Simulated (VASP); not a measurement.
# Ga4SbAs3 (P-43m) in VASP: notebook

Runs on Ga4SbAs3. Level: PBEsol. Tasks: relaxation of cell and atoms.

All numbers are computed with VASP 6.6.1; they aren't measurements. Logs are shortened: lines on timing, memory, paths and dates and some standing lists are left out, and cuts for length are marked.

## Step 1: The cell of the first run

The structure is cubic, space group P-43m (No. 215). The conventional cell has a = 5.770 Å, b = 5.770 Å, c = 5.770 Å, α = 90.00°, β = 90.00°, γ = 90.00°. Ga (site symmetry 3m) has 1 Sb at 2.50 Å and 3 As at 2.50 Å within 3.3 Å. Within 3.3 Å of Sb (site symmetry -43m) lie 4 Ga at 2.50 Å. As (site symmetry -42m) has 4 Ga at 2.50 Å within 3.3 Å.

## Step 2: Relaxation of cell and atoms, PBEsol

The input, INCAR:

```
SYSTEM = Ga4SbAs3
  PREC = Accurate
  ENCUT = 600
  EDIFF = 1E-7
  ISMEAR = 0
  SIGMA = 0.1
  LREAL = .FALSE.
  LASPH = .TRUE.
  NELM = 100
  ALGO = Normal
  ISIF = 3
  LWAVE = .FALSE.
  LCHARG = .FALSE.
  GGA = PS
  IBRION = 2
  NSW = 100
  EDIFFG = -0.05
```

The input, KPOINTS:

```
Automatic mesh
0
G
  4 4 4
  0 0 0
```

The input, POSCAR:

```
Ga4SbAs3
1.0
    5.7697750000      0.0000000000      0.0000000000
    0.0000000000     -5.7697750000      0.0000000000
    0.0000000000      0.0000000000     -5.7697750000
Ga Sb As
4 1 3
Direct
    0.0000000000      0.5000000000      0.5000000000
    0.5000000000      0.0000000000      0.5000000000
    0.5000000000      0.5000000000      0.0000000000
    0.0000000000      0.0000000000      0.0000000000
    0.2500000000      0.2500000000      0.2500000000
    0.7500000000      0.7500000000      0.2500000000
    0.7500000000      0.2500000000      0.7500000000
    0.2500000000      0.7500000000      0.7500000000
```

Potentials or basis: VASP PAW PBE potentials, release 64 (Ga_d, Sb, As).

Started as:

```sh
$ cat potpaw_PBE.64/Ga_d/POTCAR potpaw_PBE.64/Sb/POTCAR potpaw_PBE.64/As/POTCAR > POTCAR
$ mpirun -np 1 vasp_std > vasp.out
```

OUTCAR:

```text
SYSTEM = Ga4SbAs3
   PREC = Accurate
   ENCUT = 600
   EDIFF = 1E-7
   ISMEAR = 0
   LREAL = .FALSE.
   LASPH = .TRUE.
   NELM = 100
   ISIF = 3
   GGA = PS
   IBRION = 2
   NSW = 100
   EDIFFG = -0.05

 ion  position               nearest neighbor table
   1  0.000  0.500  0.500-   5 2.50   6 2.50   7 2.50   8 2.50
   2  0.500  0.000  0.500-   5 2.50   6 2.50   7 2.50   8 2.50
   3  0.500  0.500  0.000-   5 2.50   6 2.50   7 2.50   8 2.50
   4  0.000  0.000  0.000-   5 2.50   6 2.50   7 2.50   8 2.50
   5  0.250  0.250  0.250-   1 2.50   2 2.50   3 2.50   4 2.50
   6  0.750  0.750  0.250-   1 2.50   2 2.50   3 2.50   4 2.50
   7  0.750  0.250  0.750-   1 2.50   2 2.50   3 2.50   4 2.50
   8  0.250  0.750  0.750-   1 2.50   2 2.50   3 2.50   4 2.50

  LATTYP: Found a simple cubic cell.
 ALAT       =     5.7697750000

  Lattice vectors:

 A1 = (   5.7697750000,   0.0000000000,   0.0000000000)
 A2 = (   0.0000000000,  -5.7697750000,   0.0000000000)
 A3 = (   0.0000000000,   0.0000000000,  -5.7697750000)

Analysis of symmetry for initial positions (statically):
=====================================================================
 Subroutine PRICEL returns:
 Original cell was already a primitive cell.

 Routine SETGRP: Setting up the symmetry group for a
 simple cubic supercell.

 Subroutine GETGRP returns: Found 24 space group operations
 (whereof  6 operations were pure point group operations)
 out of a pool of 48 trial point group operations.

The static configuration has the point symmetry C_3v.
 The point group associated with its full space group is T_d .

Analysis of symmetry for dynamics (positions and initial velocities):
=====================================================================
 Subroutine PRICEL returns:
 Original cell was already a primitive cell.

 Routine SETGRP: Setting up the symmetry group for a
 simple cubic supercell.

 Subroutine GETGRP returns: Found 24 space group operations
 (whereof  6 operations were pure point group operations)
 out of a pool of 48 trial point group operations.

The dynamic configuration has the point symmetry C_3v.
 The point group associated with its full space group is T_d .

 Subroutine INISYM returns: Found 24 space group operations
 (whereof  6 operations are pure point group operations),
 and found     1 'primitive' translations

----------------------------------------------------------------------------------------

                                     Primitive cell

  volume of cell :     192.0776

  direct lattice vectors                    reciprocal lattice vectors
     5.769775000  0.000000000  0.000000000     0.173316984  0.000000000  0.000000000
     0.000000000 -5.769775000  0.000000000     0.000000000 -0.173316984  0.000000000
     0.000000000  0.000000000 -5.769775000     0.000000000  0.000000000 -0.173316984

  length of vectors
     5.769775000  5.769775000  5.769775000     0.173316984  0.173316984  0.173316984

  position of ions in fractional coordinates (direct lattice)
     0.000000000  0.500000000  0.500000000
     0.500000000  0.000000000  0.500000000
     0.500000000  0.500000000  0.000000000
     0.000000000  0.000000000  0.000000000
     0.250000000  0.250000000  0.250000000
     0.750000000  0.750000000  0.250000000
     0.750000000  0.250000000  0.750000000
     0.250000000  0.750000000  0.750000000

  ion indices of the primitive-cell ions
   primitive index   ion index
                 1           1
                 2           2
                 3           3
                 4           4
                 5           5
                 6           6
                 7           7
                 8           8

----------------------------------------------------------------------------------------

 KPOINTS: Automatic mesh

Automatic generation of k-mesh.
 Grid dimensions read from file:
 generate k-points for:    4    4    4

 Generating k-lattice:

  Cartesian coordinates                     Fractional coordinates (reciprocal lattice)
     0.043329246  0.000000000  0.000000000     0.250000000  0.000000000  0.000000000
     0.000000000 -0.043329246  0.000000000     0.000000000  0.250000000  0.000000000
     0.000000000  0.000000000 -0.043329246     0.000000000  0.000000000  0.250000000

  Length of vectors
     0.043329246  0.043329246  0.043329246

  Shift w.r.t. Gamma in fractional coordinates (k-lattice)
     0.000000000  0.000000000  0.000000000

 Subroutine IBZKPT returns following result:
 ===========================================

 Found     10 irreducible k-points:

 Following reciprocal coordinates:
            Coordinates               Weight
  0.000000  0.000000  0.000000      1.000000
  0.250000  0.000000  0.000000      6.000000
  0.500000  0.000000  0.000000      3.000000
  0.250000  0.250000  0.000000     12.000000
  0.500000  0.250000  0.000000     12.000000
  0.500000  0.500000  0.000000      3.000000
  0.250000  0.250000  0.250000      8.000000
  0.500000  0.250000  0.250000     12.000000
  0.500000  0.500000  0.250000      6.000000
  0.500000  0.500000  0.500000      1.000000
   k-points           NKPTS =     10   k-points in BZ     NKDIM =     10   number of bands    NBANDS=     43
   number of dos      NEDOS =    301   number of ions     NIONS =      8
   total plane-waves  NPLWV = 110592
   dimension x,y,z NGX =    48 NGY =   48 NGZ =   48
   dimension x,y,z NGXF=    96 NGYF=   96 NGZF=   96
   ions per type =               4   1   3
   NGX,Y,Z   is equivalent  to a cutoff of  13.83, 13.83, 13.83 a.u.
   NGXF,Y,Z  is equivalent  to a cutoff of  27.66, 27.66, 27.66 a.u.
 SYSTEM =  Ga4SbAs3
   PREC   = accura    normal or accurate (medium, high low for compatibility)
   ISTART =      0    job   : 0-new  1-cont  2-samecut
   ICHARG =      2    charge: 1-file 2-atom 10-const
   ISPIN  =      1    spin polarized calculation?
   LNONCOLLINEAR =      F non collinear calculations
   LSORBIT =      F    spin-orbit coupling
   LASPH  =      T    aspherical Exc in radial PAW
   ENCUT  =  600.0 eV  44.10 Ry    6.64 a.u.  11.52 11.52 11.52*2*pi/ulx,y,z
   NELM   =    100;   NELMIN=  2; NELMDL= -5     # of ELM steps
   EDIFF  = 0.1E-06   stopping-criterion for ELM
   LREAL  =      F    real-space projection
   EDIFFG = -.5E-01   stopping-criterion for IOM
   NSW    =    100    number of steps for IOM
   IBRION =      2    ionic relax: 0-MD 1-quasi-New 2-CG
   NFREE  =      1    steps in history (QN), initial steepest desc. (CG)
   ISIF   =      3    stress and relaxation
   ISYM   =      2    0-nonsym 1-usesym 2-fastsym
   POTIM  = 0.5000    time-step for ionic-motion
   TEBEG  =    0.0;   TEEND  =   0.0 temperature during run
   PSTRESS=    0.0 pullay stress
   NELECT =      72.0000    total number of electrons
   NUPDOWN=      -1.0000    fix difference up-down
   EMIN   =  10.00;   EMAX   =-10.00  energy-range for DOS
   EFERMI =   0.00;   METHOD = LEGACY
   ISMEAR =     0;   SIGMA  =   0.10  broadening in eV -4-tet -1-fermi 0-gaus
   EFERMI_NEDOS =   21; number of points for ismear=-14 and -15
   IALGO  =     38    algorithm
   IMIX   =      4    mixing-type and parameters
     AMIX     =   0.40;   BMIX     =  1.00
     AMIX_MAG =   1.60;   BMIX_MAG =  1.00
  volume/ion in A,a.u.               =      24.01       162.03
  Fermi-wavevector in a.u.,A,eV,Ry     =   1.180393  2.230620 18.957387  1.393329
  Thomas-Fermi vector in A             =   2.316687
   LORBIT       =      0    0 simple, 1 ext, 2 COOP (PROOUT), +10 PAW based schemes
   GGA     = PS    functional components
   LHFCALC =     F    Hartree Fock is set to
   AEXX    =    0.0000 exact exchange contribution
   IVDW    =     0    specifies the selected vdW correction
   LEPSILON=     F    determine dielectric tensor
   LRPA    =     F    only Hartree local field effects (RPA)
 conjugate gradient relaxation of ions
 non-spin polarized calculation
 Gauss-broadening in eV      SIGMA  =   0.10
  energy-cutoff  :      600.00
  volume of cell :      192.08
 maximum number of plane-waves:      6488
 NGX is ok and might be reduce to    48
   NGX = 23   NGY = 23   NGZ = 23

--------------------------------------- Ionic step        1  -------------------------------------------

 number of electron      72.0000070 magnetization

 Free energy of the ion-electron system (eV)
  ---------------------------------------------------
  ext. energy  EPLUGINS =         0.00000000
  ---------------------------------------------------
  free energy    TOTEN  =       -34.99400232 eV

  energy without entropy =      -34.99354873  energy(sigma->0) =      -34.99377553

------------------------ aborting loop because EDIFF is reached ----------------------------------------

  FORCE on cell =-STRESS in cart. coord.  units (eV):
  Direction    XX          YY          ZZ          XY          YZ          ZX
  --------------------------------------------------------------------------------------
  -------------------------------------------------------------------------------------
  Total        0.9132889      0.9132889      0.9132889      0.0000000     -0.0000000      0.0000000
  in kB        7.6180204      7.6180204      7.6180204      0.0000000     -0.0000000      0.0000000
  external PRESSURE =       7.6180204 kB  Pullay stress =       0.0000000 kB
[... 111 lines left out ...]
  energy  without entropy=      -35.1901451929  energy(sigma->0) =      -35.19144367

--------------------------------------- Ionic step        4  -------------------------------------------

 number of electron      72.0000029 magnetization

 Free energy of the ion-electron system (eV)
  ---------------------------------------------------
  ext. energy  EPLUGINS =         0.00000000
  ---------------------------------------------------
  free energy    TOTEN  =       -35.20147357 eV

  energy without entropy =      -35.19867310  energy(sigma->0) =      -35.20007334

 E-fermi :   4.1816     XC(G=0):  -9.6398

 val. band max:        4.1369963699   @ k =   0.0000   0.0000   0.0000
 cond. band min:       4.6105439243   @ k =   0.5000   0.5000   0.5000
 fundamental gap:      0.4735475544
 Fermi energy:         4.1816029977

 k-point     1 :       0.0000    0.0000    0.0000
  band No.  band energies     occupation
      1     -10.8540      2.00000
      2     -10.8540      2.00000
      3     -10.8343      2.00000
      4     -10.7547      2.00000
      5     -10.7547      2.00000
      6     -10.7547      2.00000
[... 484 lines left out ...]
  FREE ENERGIE OF THE ION-ELECTRON SYSTEM (eV)
  ---------------------------------------------------
  free  energy   TOTEN  =       -35.2014735744 eV

  energy  without entropy=      -35.1986731003  energy(sigma->0) =      -35.20007334

 reached required accuracy - stopping structural energy minimisation
```

Wall time 5 min (1 thread of Intel Xeon 6975P-C (Granite Rapids), shared host); peak memory 0.4 GiB.

Results:

```yaml
Free_energy: -35.2015 eV
Relaxed_volume: 24.04 Å³/atom
Relaxed_cell: a = 5.773 Å, b = 5.773 Å, c = 5.773 Å, α = 90.00°, β = 90.00°, γ = 90.00°
Space_group_after_relaxing_to_0.1_Å: P-43m (No. 215)
Energy_gained_by_relaxing: 25.9 meV/atom
Ionic_steps: 4
Pressure_after_relaxing: 0.3 GPa
Band_gap_on_the_k_mesh: zero (filled and empty bands touch)
```

The path:
```tsv
step	energy change (eV)	largest force (eV/Å)	pressure (GPa)	volume (Å³)
1	0.0000	1.2628	0.76	192.08
2	-0.1894	0.3151	-0.60	195.27
3	-0.1987	0.0744	-0.89	196.20
4	-0.2075	0.0225	0.28	192.36
```

Final structure:
```
CELL_PARAMETERS angstrom
5.77257 0.00000 0.00000
0.00000 -5.77257 0.00000
0.00000 0.00000 -5.77257
ATOMIC_POSITIONS crystal
Ga 0.99132 0.50868 0.50868
Ga 0.50868 0.99132 0.50868
Ga 0.50868 0.50868 0.99132
Ga 0.99132 0.99132 0.99132
Sb 0.25000 0.25000 0.25000
As 0.75000 0.75000 0.25000
As 0.75000 0.25000 0.75000
As 0.25000 0.75000 0.75000
```

Caveat: semilocal functionals underestimate gaps, so a narrow gap can read as zero; the PAW data sets were made with another functional, which shifts forces and pressure a little; spin-orbit coupling is left out, which moves the levels of the heavy elements.

## Step 3: Relaxation of cell and atoms, PBEsol

This run uses another cell than the first one, of 24.09 Å³/atom.

The input, INCAR:

```
SYSTEM = Ga4SbAs3
ALGO = Normal
EDIFF = 1E-6
EDIFFG = -0.0015
ENCUT = 600
GGA = PS
IBRION = 2
ISIF = 3
ISMEAR = 0
LASPH = .TRUE.
LCHARG = .FALSE.
LREAL = .FALSE.
LWAVE = .FALSE.
NELM = 80
NSW = 70
PREC = Accurate
SIGMA = 0.1
```

The input, KPOINTS:

```
k-points
0
G
  6 6 6
  0 0 0
```

The input, POSCAR:

```
Ga4SbAs3
1.0
    5.7765803500      0.0000000000      0.0000000000
    0.0000000000     -5.7765803500      0.0000000000
    0.0000000000      0.0000000000     -5.7765803500
Ga Sb As
4 1 3
Direct
   -0.0083982379      0.5083982379      0.5083982379
    0.5083982379     -0.0083982379      0.5083982379
    0.5083982379      0.5083982379     -0.0083982379
   -0.0083982379     -0.0083982379     -0.0083982379
    0.2500000000      0.2500000000      0.2500000000
    0.7500000000      0.7500000000      0.2500000000
    0.7500000000      0.2500000000      0.7500000000
    0.2500000000      0.7500000000      0.7500000000
```

Potentials or basis: VASP PAW PBE potentials, release 64 (Ga_d, Sb, As).

Started as:

```sh
$ cat potpaw_PBE.64/Ga_d/POTCAR potpaw_PBE.64/Sb/POTCAR potpaw_PBE.64/As/POTCAR > POTCAR
$ mpirun -np 1 vasp_std > vasp.out
```

Wall time 5 min (1 thread of Intel Xeon 6975P-C (Granite Rapids), shared host); peak memory 0.45 GiB.

The run converged. Its results:

- Free energy: -35.2298 eV
- Relaxed volume: 24.14 Å³/atom
- Relaxed cell: a = 5.780 Å, b = 5.780 Å, c = 5.780 Å, α = 90.00°, β = 90.00°, γ = 90.00°
- Space group after relaxing (to 0.1 Å): P-43m (No. 215)
- Energy gained by relaxing: 0.0 meV/atom
- Ionic steps: 3
- Pressure after relaxing: 0.0 GPa
- Band gap on the k mesh: zero (filled and empty bands touch)

The path:
```tsv
step	energy change (eV)	largest force (eV/Å)	pressure (GPa)	volume (Å³)
1	0.0000	0.0016	0.07	192.76
2	-0.0001	0.0011	0.02	193.07
3	-0.0001	0.0015	0.00	193.10
```

Final structure:
```cif
data_structure
_symmetry_space_group_name_H-M 'P 1'
_symmetry_Int_Tables_number 1
_cell_length_a 5.7800
_cell_length_b 5.7800
_cell_length_c 5.7800
_cell_angle_alpha 90.000
_cell_angle_beta 90.000
_cell_angle_gamma 90.000
_cell_volume 193.10
loop_
_atom_site_label
_atom_site_type_symbol
_atom_site_fract_x
_atom_site_fract_y
_atom_site_fract_z
_atom_site_occupancy
Ga1 Ga 0.99159 0.50841 0.50841 1
Ga2 Ga 0.50841 0.99159 0.50841 1
Ga3 Ga 0.50841 0.50841 0.99159 1
Ga4 Ga 0.99159 0.99159 0.99159 1
Sb1 Sb 0.25000 0.25000 0.25000 1
As1 As 0.75000 0.75000 0.25000 1
As2 As 0.75000 0.25000 0.75000 1
As3 As 0.25000 0.75000 0.75000 1
```

Levels at points of the mesh, in eV from the Fermi level:
```tsv
k point	band 34	band 35	band 36	band 37	band 38	band 39
(0.00, 0.00, 0.00)	-0.07	-0.05	-0.05	-0.05	1.27	1.27
(0.50, 0.00, 0.00)	-1.99	-1.53	-1.53	1.51	1.66	2.67
(0.50, 0.50, 0.00)	-1.43	-1.07	-1.07	2.11	2.11	2.46
(0.50, 0.50, 0.50)	-0.84	-0.84	-0.84	0.42	0.42	0.42
```

Caveat: semilocal functionals underestimate gaps, so a narrow gap can read as zero; the PAW data sets were made with another functional, which shifts forces and pressure a little; spin-orbit coupling is left out, which moves the levels of the heavy elements.
